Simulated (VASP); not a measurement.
# Al15Pt8 (a cell with a defect) in VASP: single point with PBE

Aim: the single point of Al15Pt8 (a cell with a defect) with PBE.

Program: VASP 6.6.1. These are calculated values, not measurements. Logs are shortened: lines on timing, memory, paths and dates and some standing lists are left out, and cuts for length are marked.

### Step 1. The cell of the first run

The cell holds a defect, 23 atoms: a = 8.422 Å, b = 8.422 Å, c = 8.422 Å, α = 60.00°, β = 60.00°, γ = 60.00°.

### Step 2. Single point, PBE

Input file INCAR:

```
SYSTEM = Al15Pt8
ALGO     = Normal         ! electronic algorithm
EDIFF    = 1E-7           ! SCF threshold, eV
ENCUT    = 520            ! plane-wave cutoff, eV
GGA      = PE             ! functional
ISIF     = 2              ! what is computed and relaxed
ISMEAR   = 1              ! smearing method
LASPH    = .True.         ! aspherical terms in the spheres
LCHARG   = .False.        ! write CHGCAR
LREAL    = Auto         
LWAVE    = .False.        ! write WAVECAR
NBANDS   = 80             ! bands
NELM     = 100            ! most SCF steps
PREC     = Accurate       ! precision mode
SIGMA    = 0.15           ! smearing width, eV
```

Input file KPOINTS:

```
k-points
0
Gamma
  2 2 2
  0 0 0
```

Input file POSCAR:

```
Al15Pt8
1.0
    0.0000000000      5.9552360000      5.9552360000
    5.9552360000      0.0000000000      5.9552360000
    5.9552360000      5.9552360000      0.0000000000
Pt Al
8 15
Direct
    0.0005946028      0.0033441160     -0.0035362159
    0.0081561839     -0.0066214001      0.4928531800
   -0.0069600936      0.5069518656      0.0064264456
    0.0005956943      0.4969866014      0.5028194517
    0.5005957782      0.0316445897     -0.0318378650
    0.5066109891     -0.0066205605      0.4928550271
    0.4945804835      0.5069539645      0.0064280408
    0.5005951905      0.4686691678      0.5311378928
    0.1230235040      0.1288921212      0.1212899035
    0.3733967890      0.3714430461      0.3779934162
    0.1279305304      0.1228326636      0.6223052285
    0.3583684173      0.3923897390      0.8918764093
    0.1184835496      0.6322799802      0.1317525452
    0.1230266945      0.6218138122      0.6283640145
    0.3733981323      0.8785154778      0.8709156111
    0.6277919968      0.1288937164      0.1212893158
    0.8781645261      0.3714422065      0.3779939200
    0.6428274211      0.1079300636      0.6074172375
    0.8732607742      0.3775024197      0.8769738093
    0.5005810853      0.7501522190      0.2496504756
    0.8827078390      0.8680550191      0.3675289275
    0.6277930883      0.6218128047      0.6283651899
    0.8781698996      0.8785154778      0.8709139319
```

Potentials or basis: VASP PAW PBE potentials, release 64 (Pt, Al).

Command:

```console
$ cat potpaw_PBE.64/Pt/POTCAR potpaw_PBE.64/Al/POTCAR > POTCAR
$ mpirun -np 1 vasp_std > vasp.out
```

OUTCAR:

```text
SYSTEM = Al15Pt8
   EDIFF = 1E-7
   ENCUT = 520
   GGA = PE
   ISIF = 2
   ISMEAR = 1
   LASPH = .True.
   LREAL = Auto
   NELM = 100
   PREC = Accurate

 ion  position               nearest neighbor table
   1  0.001  0.003  0.996-  13 2.55  21 2.55  16 2.56   9 2.56  23 2.56  15 2.56  19 2.57  11 2.57

   2  0.008  0.993  0.493-  18 2.51   9 2.56  14 2.56  21 2.59  23 2.60  17 2.60  11 2.60
   3  0.993  0.507  0.006-  12 2.51  23 2.56  17 2.56  13 2.59   9 2.60  14 2.60  19 2.60
   4  0.001  0.497  0.503-  13 2.55  21 2.55  10 2.56  17 2.56  22 2.56  14 2.56  11 2.57  19 2.57
[... 21 lines left out ...]
  17  0.878  0.371  0.378-   3 2.56   4 2.56   2 2.60   8 2.61  11 2.94   9 2.97  18 2.98  22 2.98
                            13 2.99  20 3.36
  18  0.643  0.108  0.607-   8 2.50   5 2.50   2 2.51   6 2.51  21 2.86  23 2.98  15 2.98  17 2.98
                            10 2.98
  19  0.873  0.378  0.877-   4 2.57   1 2.57   7 2.60   3 2.60  22 2.94  14 2.94  16 2.94   9 2.94
                            11 3.03
  20  0.501  0.750  0.250-   8 2.37   5 2.37  10 3.36  14 3.36  15 3.36   9 3.36  17 3.36  22 3.36
                            23 3.36  16 3.36
  21  0.883  0.868  0.368-   1 2.55   4 2.55   2 2.59   6 2.59  13 2.81  18 2.86   9 2.99  14 2.99
                            16 2.99  22 2.99
  22  0.628  0.622  0.628-   6 2.56   4 2.56   7 2.60   8 2.61  19 2.94  15 2.97  12 2.98  17 2.98
                            21 2.99  20 3.36
  23  0.878  0.879  0.871-   3 2.56   1 2.56   2 2.60   5 2.61  11 2.94  14 2.97  18 2.98  16 2.98
                            13 2.99  20 3.36

  LATTYP: Found a face centered cubic cell.
 ALAT       =    11.9104720000

  Lattice vectors:

 A1 = (   0.0000000000,   5.9552360000,   5.9552360000)
 A2 = (   5.9552360000,   0.0000000000,   5.9552360000)
 A3 = (   5.9552360000,   5.9552360000,   0.0000000000)

Analysis of symmetry for initial positions (statically):
=====================================================================
 Subroutine PRICEL returns:
 Original cell was already a primitive cell.

 Routine SETGRP: Setting up the symmetry group for a
 face centered cubic supercell.

 Subroutine GETGRP returns: Found  2 space group operations
 (whereof  1 operations were pure point group operations)
 out of a pool of 48 trial point group operations.

The static configuration has the point symmetry C_1 .
 The point group associated with its full space group is C_1h.

Analysis of symmetry for dynamics (positions and initial velocities):
=====================================================================
 Subroutine PRICEL returns:
 Original cell was already a primitive cell.

 Routine SETGRP: Setting up the symmetry group for a
 face centered cubic supercell.
[... 139 lines left out ...]
   PSTRESS=    0.0 pullay stress
   NELECT =     125.0000    total number of electrons
   NUPDOWN=      -1.0000    fix difference up-down
   EMIN   =  10.00;   EMAX   =-10.00  energy-range for DOS
   EFERMI =   0.00;   METHOD = LEGACY
   ISMEAR =     1;   SIGMA  =   0.15  broadening in eV -4-tet -1-fermi 0-gaus
   EFERMI_NEDOS =   21; number of points for ismear=-14 and -15
   IALGO  =     38    algorithm
   IMIX   =      4    mixing-type and parameters
     AMIX     =   0.40;   BMIX     =  1.00
     AMIX_MAG =   1.60;   BMIX_MAG =  1.00
  volume/ion in A,a.u.               =      18.37       123.94
  Fermi-wavevector in a.u.,A,eV,Ry     =   1.090944  2.061586 16.193099  1.190159
  Thomas-Fermi vector in A             =   2.227179
   LORBIT       =      0    0 simple, 1 ext, 2 COOP (PROOUT), +10 PAW based schemes
   GGA     = PE    functional components
   LHFCALC =     F    Hartree Fock is set to
   AEXX    =    0.0000 exact exchange contribution
   IVDW    =     0    specifies the selected vdW correction
   LEPSILON=     F    determine dielectric tensor
   LRPA    =     F    only Hartree local field effects (RPA)
 non-spin polarized calculation
 Methfessel and Paxton  Order N= 1 SIGMA  =   0.15
  energy-cutoff  :      520.00
  volume of cell :      422.40
 maximum number of plane-waves:     11414
 NGX is ok and might be reduce to    64
   NGX = 31   NGY = 31   NGZ = 31

 number of electron     125.0000002 magnetization

 Free energy of the ion-electron system (eV)
  ---------------------------------------------------
  ext. energy  EPLUGINS =         0.00000000
  ---------------------------------------------------
  free energy    TOTEN  =      -122.92493538 eV

  energy without entropy =     -122.92034881  energy(sigma->0) =     -122.92340653

 E-fermi :   7.0988     XC(G=0): -10.4224

 val. band max:        7.0711969523   @ k =   0.0000   0.5000   0.0000
 cond. band min:       7.1604487032   @ k =   0.5000   0.0000   0.0000
 fundamental gap:      0.0892517509
 Fermi energy:         7.0987645097

 k-point     1 :       0.0000    0.0000    0.0000
  band No.  band energies     occupation
      1      -2.6857      2.00000
      2      -0.4824      2.00000
      3      -0.4306      2.00000
      4      -0.4281      2.00000
      5      -0.3505      2.00000
      6       0.9682      2.00000
[... 451 lines left out ...]
     73      10.3253      0.00000
     74      10.3551      0.00000
 [bands above 74 left out]

------------------------ aborting loop because EDIFF is reached ----------------------------------------

  FORCE on cell =-STRESS in cart. coord.  units (eV):
  Direction    XX          YY          ZZ          XY          YZ          ZX
  --------------------------------------------------------------------------------------
  -------------------------------------------------------------------------------------
  Total       -0.8974517     -2.0253811     -2.0318993      0.0000000     -5.3728945      0.0000000
  in kB       -3.4040406     -7.6822848     -7.7070084      0.0000000    -20.3794269      0.0000000
  external PRESSURE =      -6.2644446 kB  Pullay stress =       0.0000000 kB

 VOLUME and BASIS-vectors are now :
 -----------------------------------------------------------------------------
  energy-cutoff  :      520.00
  volume of cell :      422.40
      direct lattice vectors                 reciprocal lattice vectors
     0.000000000  5.955236000  5.955236000    -0.083959729  0.083959729  0.083959729
     5.955236000  0.000000000  5.955236000     0.083959729 -0.083959729  0.083959729
     5.955236000  5.955236000  0.000000000     0.083959729  0.083959729 -0.083959729

 POSITION                                       TOTAL-FORCE (eV/Angst)
 -----------------------------------------------------------------------------------
      5.95409      5.93772      0.02346         0.000000     -0.000155      0.000735
      8.85086      2.98363      5.96438        -0.000458     -0.006097     -0.004992
      3.05729      5.95206      8.93281         0.006041      0.009720      0.008039
      5.95408      2.99796      2.96322         0.000000      0.000541     -0.001011
      5.95408      8.74680      3.16962         0.000000     -0.011352      0.014526
      8.85088      5.95206      8.93280        -0.006041      0.009720      0.008039
[... 15 lines left out ...]
      7.44510      7.48072      7.44170        -0.025911      0.008657      0.016517
     10.41827     10.41621     10.46148         0.026097      0.016139      0.008501
 -----------------------------------------------------------------------------------
    total drift:                                0.016744     -0.003628     -0.004412

  FREE ENERGIE OF THE ION-ELECTRON SYSTEM (eV)
  ---------------------------------------------------
  free  energy   TOTEN  =      -122.9249353838 eV

  energy  without entropy=     -122.9203488119  energy(sigma->0) =     -122.92340653
```

OSZICAR:

```text
N       E                     dE             d eps       ncg     rms          rms(c)
DAV:   1     0.509520323549E+03    0.50952E+03   -0.52611E+04   960   0.135E+03
DAV:   2    -0.923268136663E+02   -0.60185E+03   -0.56376E+03  1104   0.237E+02
DAV:   3    -0.126637765541E+03   -0.34311E+02   -0.33070E+02  1128   0.489E+01
DAV:   4    -0.127346800849E+03   -0.70904E+00   -0.70572E+00  1104   0.775E+00
DAV:   5    -0.127361219144E+03   -0.14418E-01   -0.14407E-01  1072   0.119E+00    0.222E+01
DAV:   6    -0.123799229744E+03    0.35620E+01   -0.23888E+01  1040   0.178E+01    0.632E+00
DAV:   7    -0.123148488097E+03    0.65074E+00   -0.26639E+00  1016   0.716E+00    0.458E+00
DAV:   8    -0.122938854352E+03    0.20963E+00   -0.32747E-01  1048   0.276E+00    0.130E+00
DAV:   9    -0.122924218681E+03    0.14636E-01   -0.52925E-02  1064   0.109E+00    0.549E-01
DAV:  10    -0.122924564355E+03   -0.34567E-03   -0.96827E-03  1104   0.392E-01    0.333E-01
DAV:  11    -0.122924888473E+03   -0.32412E-03   -0.24349E-03  1040   0.272E-01    0.117E-01
DAV:  12    -0.122924926634E+03   -0.38161E-04   -0.41280E-04  1024   0.110E-01    0.353E-02
DAV:  13    -0.122924939132E+03   -0.12498E-04   -0.27218E-04  1056   0.780E-02    0.224E-02
DAV:  14    -0.122924934349E+03    0.47835E-05   -0.30173E-05  1056   0.351E-02    0.111E-02
DAV:  15    -0.122924935456E+03   -0.11073E-05   -0.12974E-05  1056   0.130E-02    0.246E-03
DAV:  16    -0.122924935384E+03    0.72207E-07   -0.67659E-07  1016   0.280E-03
   1 F= -.12292494E+03 E0= -.12292341E+03  d E =-.458657E-02
```

stdout:

```text
POSCAR found type information on POSCAR PtAl
 POSCAR found :  2 types and      23 ions
 scaLAPACK will be used
 LDA part: xc-table for (Slater+PW92), standard interpolation
 POSCAR, INCAR and KPOINTS ok, starting setup
 FFT: planning ... GRIDC
 FFT: planning ... GRID_SOFT
 FFT: planning ... GRID
 WAVECAR not read
 entering main loop
```

Run time: 4.1 min. Hardware: 1 thread of Intel Xeon 6975P-C (Granite Rapids), shared host; peak memory 0.59 GiB.

Results:

```yaml
Free_energy: -122.9249 eV
Pressure: -0.6 GPa
Largest_force: 0.042 eV/Å
Band_gap_on_the_k_mesh: zero (an odd number of electrons rules out a gap without spin polarisation)
```

Forces in eV/Å, atoms in the order of the input:
```
Pt   0.000  0.000  0.001
Pt   0.000 -0.006 -0.005
Pt   0.006  0.010  0.008
Pt   0.000  0.001 -0.001
Pt   0.000 -0.011  0.015
Pt  -0.006  0.010  0.008
Pt   0.000 -0.006 -0.005
Pt   0.000  0.013 -0.010
Al  -0.027 -0.010 -0.017
Al   0.027 -0.018 -0.010
Al   0.022  0.000 -0.001
Al  -0.012 -0.001 -0.002
Al   0.042  0.000  0.001
Al  -0.027 -0.018 -0.010
Al   0.027 -0.010 -0.017
Al  -0.026  0.016  0.009
Al   0.026  0.009  0.017
Al   0.012 -0.001 -0.002
Al  -0.022  0.000 -0.001
Al   0.000 -0.001 -0.004
Al  -0.042  0.000  0.001
Al  -0.026  0.009  0.017
Al   0.026  0.016  0.009
```

Stress tensor (GPa, compression positive):
```
-0.34  0.00  0.00
 0.00 -0.77 -2.04
 0.00 -2.04 -0.77
```

Caveat: the k points lie up to 0.46 Å⁻¹ apart, too coarse for converged energies and pressures of a metal; spin-orbit coupling is left out, which moves the levels of the heavy elements.

The gap in the log of VASP goes by the Fermi energy; the results here count the filled bands.